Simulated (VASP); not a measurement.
# PbO (Pm-3m) in VASP: settings compared

The runs below take PbO through relaxation of cell and atoms, with PBEsol, LDA.

Program: VASP 6.6.1. These are calculated values, not measurements. Logs are shortened: lines on timing, memory, paths and dates and some standing lists are left out, and cuts for length are marked.

## 1. The cell of the first run

Symmetry: Pm-3m, No. 221, cubic system. The conventional cell has a = 3.215 Å, b = 3.215 Å, c = 3.215 Å, α = 90.00°, β = 90.00°, γ = 90.00°. Within 3.7 Å of Pb (site symmetry m-3m) lie 8 O at 2.78 Å and 6 Pb at 3.21 Å. Within 3.7 Å of O (site symmetry m-3m) lie 8 Pb at 2.78 Å and 6 O at 3.21 Å.

## 2. Relaxation of cell and atoms, PBEsol

Contents of INCAR:

```
PREC     = Accurate       # precision mode
ENCUT    = 600            # plane-wave cutoff, eV
EDIFF    = 1E-7           # SCF threshold, eV
ISMEAR   = -1             # smearing method
SIGMA    = 0.02           # smearing width, eV
LREAL    = F              # projectors in reciprocal space
LASPH    = T              # aspherical terms in the spheres
NELM     = 80             # most SCF steps
ALGO     = Normal         # electronic algorithm
ISIF     = 3              # what is computed and relaxed
LWAVE    = F              # write WAVECAR
LCHARG   = F              # write CHGCAR
GGA      = PS             # functional
IBRION   = 2              # ionic algorithm
NSW      = 80             # ionic steps
EDIFFG   = -0.005         # ionic threshold
```

Contents of KPOINTS:

```
Automatic mesh
0
Gamma
  8 8 8
```

Contents of POSCAR:

```
PbO
1.0
    3.2148279984      0.0000000000      0.0000000000
    0.0000000000      3.2148279984      0.0000000000
    0.0000000000      0.0000000000      3.2148279984
Pb O
1 1
Direct
    0.0000000000      0.0000000000      0.0000000000
    0.5000000000      0.5000000000      0.5000000000
```

Potentials or basis: VASP PAW PBE potentials, release 64 (Pb_d, O).

Run with:

```sh
> cat potpaw_PBE.64/Pb_d/POTCAR potpaw_PBE.64/O/POTCAR > POTCAR
> mpirun -np 1 vasp_std > vasp.out
```

OUTCAR:

```text
PREC = Accurate
   ENCUT = 600
   EDIFF = 1E-7
   ISMEAR = -1
   LREAL = F
   LASPH = T
   NELM = 80
   ISIF = 3
   GGA = PS
   IBRION = 2
   NSW = 80
   EDIFFG = -0.005

 ion  position               nearest neighbor table
   1  0.000  0.000  0.000-   2 2.78   2 2.78   2 2.78   2 2.78   2 2.78   2 2.78   2 2.78   2 2.78

   2  0.500  0.500  0.500-   1 2.78   1 2.78   1 2.78   1 2.78   1 2.78   1 2.78   1 2.78   1 2.78

  LATTYP: Found a simple cubic cell.
 ALAT       =     3.2148279984

  Lattice vectors:

 A1 = (   3.2148279984,   0.0000000000,   0.0000000000)
 A2 = (   0.0000000000,   3.2148279984,   0.0000000000)
 A3 = (   0.0000000000,   0.0000000000,   3.2148279984)

Analysis of symmetry for initial positions (statically):
=====================================================================
 Subroutine PRICEL returns:
 Original cell was already a primitive cell.

 Routine SETGRP: Setting up the symmetry group for a
 simple cubic supercell.

 Subroutine GETGRP returns: Found 48 space group operations
 (whereof 48 operations were pure point group operations)
 out of a pool of 48 trial point group operations.

The static configuration has the point symmetry O_h .

Analysis of symmetry for dynamics (positions and initial velocities):
=====================================================================
 Subroutine PRICEL returns:
 Original cell was already a primitive cell.

 Routine SETGRP: Setting up the symmetry group for a
 simple cubic supercell.

 Subroutine GETGRP returns: Found 48 space group operations
 (whereof 48 operations were pure point group operations)
 out of a pool of 48 trial point group operations.

The dynamic configuration has the point symmetry O_h .

 Subroutine INISYM returns: Found 48 space group operations
 (whereof 48 operations are pure point group operations),
 and found     1 'primitive' translations

----------------------------------------------------------------------------------------

                                     Primitive cell

  volume of cell :      33.2256

  direct lattice vectors                    reciprocal lattice vectors
     3.214827998  0.000000000  0.000000000     0.311058632  0.000000000  0.000000000
     0.000000000  3.214827998  0.000000000     0.000000000  0.311058632  0.000000000
     0.000000000  0.000000000  3.214827998     0.000000000  0.000000000  0.311058632

  length of vectors
     3.214827998  3.214827998  3.214827998     0.311058632  0.311058632  0.311058632

  position of ions in fractional coordinates (direct lattice)
     0.000000000  0.000000000  0.000000000
     0.500000000  0.500000000  0.500000000

  ion indices of the primitive-cell ions
   primitive index   ion index
                 1           1
                 2           2

----------------------------------------------------------------------------------------

 KPOINTS: Automatic mesh

Automatic generation of k-mesh.
 Grid dimensions read from file:
 generate k-points for:    8    8    8

 Generating k-lattice:

  Cartesian coordinates                     Fractional coordinates (reciprocal lattice)
     0.038882329  0.000000000  0.000000000     0.125000000  0.000000000  0.000000000
     0.000000000  0.038882329  0.000000000     0.000000000  0.125000000  0.000000000
     0.000000000  0.000000000  0.038882329     0.000000000  0.000000000  0.125000000

  Length of vectors
     0.038882329  0.038882329  0.038882329

  Shift w.r.t. Gamma in fractional coordinates (k-lattice)
     0.000000000  0.000000000  0.000000000

 Subroutine IBZKPT returns following result:
 ===========================================

 Found     35 irreducible k-points:

 Following reciprocal coordinates:
            Coordinates               Weight
  0.000000  0.000000  0.000000      1.000000
  0.125000  0.000000  0.000000      6.000000
  0.250000  0.000000  0.000000      6.000000
  0.375000  0.000000  0.000000      6.000000
  0.500000  0.000000  0.000000      3.000000
  0.125000  0.125000  0.000000     12.000000
[... 16 lines left out ...]
  0.375000  0.375000  0.125000     24.000000
  0.500000  0.375000  0.125000     24.000000
 [... further k-points ...]
   k-points           NKPTS =     35   k-points in BZ     NKDIM =     35   number of bands    NBANDS=     14
   number of dos      NEDOS =    301   number of ions     NIONS =      2
   total plane-waves  NPLWV =  21952
   dimension x,y,z NGX =    28 NGY =   28 NGZ =   28
   dimension x,y,z NGXF=    56 NGYF=   56 NGZF=   56
   ions per type =               1   1
   NGX,Y,Z   is equivalent  to a cutoff of  14.48, 14.48, 14.48 a.u.
   NGXF,Y,Z  is equivalent  to a cutoff of  28.96, 28.96, 28.96 a.u.
 SYSTEM =  unknown system
   PREC   = accura    normal or accurate (medium, high low for compatibility)
   ISTART =      0    job   : 0-new  1-cont  2-samecut
   ICHARG =      2    charge: 1-file 2-atom 10-const
   ISPIN  =      1    spin polarized calculation?
   LNONCOLLINEAR =      F non collinear calculations
   LSORBIT =      F    spin-orbit coupling
   LASPH  =      T    aspherical Exc in radial PAW
   ENCUT  =  600.0 eV  44.10 Ry    6.64 a.u.   6.42  6.42  6.42*2*pi/ulx,y,z
   NELM   =     80;   NELMIN=  2; NELMDL= -5     # of ELM steps
   EDIFF  = 0.1E-06   stopping-criterion for ELM
   LREAL  =      F    real-space projection
   EDIFFG = -.5E-02   stopping-criterion for IOM
   NSW    =     80    number of steps for IOM
   IBRION =      2    ionic relax: 0-MD 1-quasi-New 2-CG
   NFREE  =      1    steps in history (QN), initial steepest desc. (CG)
   ISIF   =      3    stress and relaxation
   ISYM   =      2    0-nonsym 1-usesym 2-fastsym
   POTIM  = 0.5000    time-step for ionic-motion
   TEBEG  =    0.0;   TEEND  =   0.0 temperature during run
   PSTRESS=    0.0 pullay stress
   NELECT =      20.0000    total number of electrons
   NUPDOWN=      -1.0000    fix difference up-down
   EMIN   =  10.00;   EMAX   =-10.00  energy-range for DOS
   EFERMI =   0.00;   METHOD = LEGACY
   ISMEAR =    -1;   SIGMA  =   0.02  broadening in eV -4-tet -1-fermi 0-gaus
   EFERMI_NEDOS =   21; number of points for ismear=-14 and -15
   IALGO  =     38    algorithm
   IMIX   =      4    mixing-type and parameters
     AMIX     =   0.40;   BMIX     =  1.00
     AMIX_MAG =   1.60;   BMIX_MAG =  1.00
  volume/ion in A,a.u.               =      16.61       112.11
  Fermi-wavevector in a.u.,A,eV,Ry     =   1.382273  2.612117 25.996353  1.910678
  Thomas-Fermi vector in A             =   2.506979
   LORBIT       =      0    0 simple, 1 ext, 2 COOP (PROOUT), +10 PAW based schemes
   GGA     = PS    functional components
   LHFCALC =     F    Hartree Fock is set to
   AEXX    =    0.0000 exact exchange contribution
   IVDW    =     0    specifies the selected vdW correction
   LEPSILON=     F    determine dielectric tensor
   LRPA    =     F    only Hartree local field effects (RPA)
 conjugate gradient relaxation of ions
 non-spin polarized calculation
  energy-cutoff  :      600.00
  volume of cell :       33.23
 maximum number of plane-waves:      1141
 NGX is ok and might be reduce to    28
   NGX = 13   NGY = 13   NGZ = 13

--------------------------------------- Ionic step        1  -------------------------------------------

 number of electron      20.0000000 magnetization

 Free energy of the ion-electron system (eV)
  ---------------------------------------------------
  ext. energy  EPLUGINS =         0.00000000
  ---------------------------------------------------
  free energy    TOTEN  =       -10.49984061 eV

  energy without entropy =      -10.49984004  energy(sigma->0) =      -10.49984033

------------------------ aborting loop because EDIFF is reached ----------------------------------------

  FORCE on cell =-STRESS in cart. coord.  units (eV):
  Direction    XX          YY          ZZ          XY          YZ          ZX
  --------------------------------------------------------------------------------------
  -------------------------------------------------------------------------------------
  Total       -1.0567965     -1.0567965     -1.0567965      0.0000000      0.0000000     -0.0000000
  in kB      -50.9599163    -50.9599163    -50.9599163      0.0000000      0.0000000     -0.0000000
  external PRESSURE =     -50.9599163 kB  Pullay stress =       0.0000000 kB
[... 57 lines left out ...]
  energy  without entropy=      -10.5223682867  energy(sigma->0) =      -10.52236840

--------------------------------------- Ionic step        3  -------------------------------------------

 number of electron      19.9999998 magnetization

 Free energy of the ion-electron system (eV)
  ---------------------------------------------------
  ext. energy  EPLUGINS =         0.00000000
  ---------------------------------------------------
  free energy    TOTEN  =       -10.52872957 eV

  energy without entropy =      -10.52872926  energy(sigma->0) =      -10.52872941

 E-fermi :   7.5192     XC(G=0): -11.6610

 val. band max:        7.2961589891   @ k =   0.5000   0.1250   0.0000
 cond. band min:       7.7144419159   @ k =   0.5000   0.0000   0.0000
 fundamental gap:      0.4182829268
 Fermi energy:         7.5191651535

 k-point     1 :       0.0000    0.0000    0.0000
  band No.  band energies     occupation
      1     -10.0311      2.00000
      2      -9.4660      2.00000
      3      -9.4660      2.00000
      4      -8.7158      2.00000
      5      -8.7158      2.00000
      6      -8.7158      2.00000
      7      -1.0239      2.00000
      8       5.4379      2.00000
      9       5.4379      2.00000
     10       5.4379      2.00000
     11      16.1212      0.00000
     12      16.1212      0.00000
     13      16.1212      0.00000
     14      17.0453      0.00000
[... 375 lines left out ...]
 k-point    24 :       0.5000    0.3750    0.1250
  band No.  band energies     occupation
      1      -9.8865      2.00000
      2      -9.1238      2.00000
      3      -8.9425      2.00000
      4      -8.9009      2.00000
      5      -8.6233      2.00000
      6      -7.9317      2.00000
      7       0.4124      2.00000
      8       3.0689      2.00000
      9       4.2872      2.00000
     10       6.0342      2.00000
     11      10.5971      0.00000
     12      11.1787      0.00000
     13      15.8399      0.00000
     14      18.1102      0.00000

 [... further k-points ...]

------------------------ aborting loop because EDIFF is reached ----------------------------------------

  FORCE on cell =-STRESS in cart. coord.  units (eV):
  Direction    XX          YY          ZZ          XY          YZ          ZX
  --------------------------------------------------------------------------------------
  -------------------------------------------------------------------------------------
  Total        0.0002293      0.0002293      0.0002293      0.0000000      0.0000000      0.0000000
  in kB        0.0116625      0.0116625      0.0116625      0.0000000      0.0000000      0.0000000
  external PRESSURE =       0.0116625 kB  Pullay stress =       0.0000000 kB
[... 17 lines left out ...]
  FREE ENERGIE OF THE ION-ELECTRON SYSTEM (eV)
  ---------------------------------------------------
  free  energy   TOTEN  =       -10.5287295668 eV

  energy  without entropy=      -10.5287292580  energy(sigma->0) =      -10.52872941

 reached required accuracy - stopping structural energy minimisation
```

Run time: 44 s. Hardware: 1 thread of Intel Xeon 6975P-C, shared host; peak memory 0.18 GiB.

Results:

| Item | Value |
| --- | --- |
| Free energy | -10.5287 eV |
| Relaxed volume | 15.75 Å³/atom |
| Relaxed cell | a = 3.158 Å, b = 3.158 Å, c = 3.158 Å, α = 90.00°, β = 90.00°, γ = 90.00° |
| Space group after relaxing (to 0.05 Å) | Pm-3m (No. 221) |
| Energy gained by relaxing | 14.4 meV/atom |
| Ionic steps | 3 |
| Pressure after relaxing | 0.0 GPa |
| Band gap on the k mesh | 0.42 eV, indirect (least direct gap 0.81 eV) |

Step by step:
```csv
step,energy change (eV),largest force (eV/Å),pressure (GPa),volume (Å³)
1,0.0000,0.0000,-5.10,33.23
2,-0.0225,0.0000,2.78,30.75
3,-0.0289,0.0000,0.00,31.50
```

Final structure:
```
Pb O
1.0
     3.15819    0.00000    0.00000
     0.00000    3.15819    0.00000
     0.00000    0.00000    3.15819
Pb O
1 1
Cartesian
  0.0000 0.0000 0.0000
  1.5791 1.5791 1.5791
```

Caveat: the PAW data sets were made with another functional, which shifts forces and pressure a little; spin-orbit coupling is left out, which moves the levels of the heavy elements.

## 3. Relaxation of cell and atoms, LDA

Contents of INCAR:

```
PREC = Accurate ; ENCUT = 600
EDIFF = 1E-6 ; ISMEAR = -1
SIGMA = 0.02 ; LREAL = False
LASPH = True ; NELM = 80
ALGO = Normal ; ISIF = 3
LWAVE = False ; LCHARG = False
GGA = CA ; IBRION = 2
NSW = 80 ; EDIFFG = -0.005
```

KPOINTS is that of step 2.

POSCAR is that of step 2.

Potentials or basis: VASP PAW LDA potentials, release 64 (Pb_d, O).

Run with:

```sh
> cat potpaw_LDA.64/Pb_d/POTCAR potpaw_LDA.64/O/POTCAR > POTCAR
> mpirun -np 1 vasp_std > vasp.out
```

OUTCAR:

```text
PREC = Accurate
   ENCUT = 600
   EDIFF = 1E-6
   ISMEAR = -1
   LREAL = False
   LASPH = True
   NELM = 80
   ISIF = 3
   GGA = CA
   IBRION = 2
   NSW = 80
   EDIFFG = -0.005

 ion  position               nearest neighbor table
   1  0.000  0.000  0.000-   2 2.78   2 2.78   2 2.78   2 2.78   2 2.78   2 2.78   2 2.78   2 2.78

   2  0.500  0.500  0.500-   1 2.78   1 2.78   1 2.78   1 2.78   1 2.78   1 2.78   1 2.78   1 2.78

  LATTYP: Found a simple cubic cell.
 ALAT       =     3.2148279984

  Lattice vectors:

 A1 = (   3.2148279984,   0.0000000000,   0.0000000000)
 A2 = (   0.0000000000,   3.2148279984,   0.0000000000)
 A3 = (   0.0000000000,   0.0000000000,   3.2148279984)

Analysis of symmetry for initial positions (statically):
=====================================================================
 Subroutine PRICEL returns:
 Original cell was already a primitive cell.

 Routine SETGRP: Setting up the symmetry group for a
 simple cubic supercell.

 Subroutine GETGRP returns: Found 48 space group operations
 (whereof 48 operations were pure point group operations)
 out of a pool of 48 trial point group operations.

The static configuration has the point symmetry O_h .

Analysis of symmetry for dynamics (positions and initial velocities):
=====================================================================
 Subroutine PRICEL returns:
[... 233 lines left out ...]
  ---------------------------------------------------
  ext. energy  EPLUGINS =         0.00000000
  ---------------------------------------------------
  free energy    TOTEN  =       -11.29037785 eV

  energy without entropy =      -11.29037764  energy(sigma->0) =      -11.29037774

 E-fermi :   7.8591     XC(G=0): -12.0083

 val. band max:        7.6274540054   @ k =   0.5000   0.1250   0.0000
 cond. band min:       8.0629888077   @ k =   0.5000   0.0000   0.0000
 fundamental gap:      0.4355348023
 Fermi energy:         7.8590634170

 k-point     1 :       0.0000    0.0000    0.0000
  band No.  band energies     occupation
      1      -9.7813      2.00000
      2      -9.2356      2.00000
      3      -9.2356      2.00000
      4      -8.4189      2.00000
      5      -8.4189      2.00000
      6      -8.4189      2.00000
      7      -0.6557      2.00000
      8       5.6052      2.00000
      9       5.6052      2.00000
     10       5.6052      2.00000
     11      16.6050      0.00000
     12      16.6050      0.00000
     13      16.6050      0.00000
     14      17.4691      0.00000
[... 377 lines left out ...]
      1      -9.6377      2.00000
      2      -8.8645      2.00000
      3      -8.6697      2.00000
      4      -8.6237      2.00000
      5      -8.3149      2.00000
      6      -7.4896      2.00000
      7       0.6112      2.00000
      8       3.1713      2.00000
      9       4.5128      2.00000
     10       6.2331      2.00000
     11      10.9373      0.00000
     12      11.5246      0.00000
     13      16.3566      0.00000
     14      18.6086      0.00000

 [... further k-points ...]

------------------------ aborting loop because EDIFF is reached ----------------------------------------

  FORCE on cell =-STRESS in cart. coord.  units (eV):
  Direction    XX          YY          ZZ          XY          YZ          ZX
  --------------------------------------------------------------------------------------
  -------------------------------------------------------------------------------------
  Total       -0.0088112     -0.0088112     -0.0088112     -0.0000000      0.0000000     -0.0000000
  in kB       -0.4619498     -0.4619498     -0.4619498     -0.0000000      0.0000000     -0.0000000
  external PRESSURE =      -0.4619498 kB  Pullay stress =       0.0000000 kB
[... 17 lines left out ...]
  FREE ENERGIE OF THE ION-ELECTRON SYSTEM (eV)
  ---------------------------------------------------
  free  energy   TOTEN  =       -11.2903778468 eV

  energy  without entropy=      -11.2903776383  energy(sigma->0) =      -11.29037774

 reached required accuracy - stopping structural energy minimisation
```

OSZICAR:

```text
N       E                     dE             d eps       ncg     rms          rms(c)
DAV:   1     0.174296477919E+03    0.17430E+03   -0.11646E+04   996   0.191E+03
DAV:   2     0.885040241387E+00   -0.17341E+03   -0.16744E+03  1064   0.415E+02
DAV:   3    -0.130037924717E+02   -0.13889E+02   -0.13495E+02  1184   0.121E+02
[... 27 lines left out ...]
DAV:   5    -0.112903591500E+02   -0.10013E-03   -0.21943E-03   992   0.535E-01    0.487E-02
DAV:   6    -0.112903848966E+02   -0.25747E-04   -0.33476E-04  1200   0.273E-01    0.115E-02
DAV:   7    -0.112903791851E+02    0.57115E-05   -0.22798E-05  1338   0.744E-02    0.628E-03
DAV:   8    -0.112903778553E+02    0.13298E-05   -0.30611E-06   992   0.180E-02    0.601E-04
DAV:   9    -0.112903778468E+02    0.85251E-08   -0.13218E-07   490   0.382E-03
   3 F= -.11290378E+02 E0= -.11290378E+02  d E =-.746639E-01
```

CONTCAR:

```text
PbO
   1.00000000000000
     3.1264411629072306    0.0000000000000000    0.0000000000000000
     0.0000000000000000    3.1264411629072306    0.0000000000000000
     0.0000000000000000   -0.0000000000000000    3.1264411629072306
  Pb              O
     1     1
Direct
     0.0000000000000000    0.0000000000000000    0.0000000000000000
     0.5000000000000000    0.5000000000000000    0.5000000000000000

  0.00000000E+00  0.00000000E+00  0.00000000E+00
  0.00000000E+00  0.00000000E+00  0.00000000E+00
```

Run time: 34 s. Hardware: 1 thread of Intel Xeon 6975P-C, shared host; peak memory 0.16 GiB.

What came out:

- Free energy: -11.2904 eV
- Relaxed volume: 15.28 Å³/atom
- Relaxed cell: a = 3.126 Å, b = 3.126 Å, c = 3.126 Å, α = 90.00°, β = 90.00°, γ = 90.00°
- Space group after relaxing (to 0.05 Å): Pm-3m (No. 221)
- Energy gained by relaxing: 37.3 meV/atom
- Ionic steps: 3
- Pressure after relaxing: 0.0 GPa
- Band gap on the k mesh: 0.44 eV, indirect (least direct gap 0.80 eV)

The path:
```
step  energy change (eV)  largest force (eV/Å)  pressure (GPa)  volume (Å³)
   1              0.0000                0.0000           -8.32        33.23
   2             -0.0522                0.0000            5.77        29.25
   3             -0.0747                0.0000           -0.05        30.56
```

Final structure:
```
Pb O
1.0
     3.12644    0.00000    0.00000
     0.00000    3.12644    0.00000
     0.00000    0.00000    3.12644
Pb O
1 1
Direct
  0.00000 0.00000 0.00000
  0.50000 0.50000 0.50000
```

Caveat: spin-orbit coupling is left out, which moves the levels of the heavy elements. A k mesh can miss the band edges.
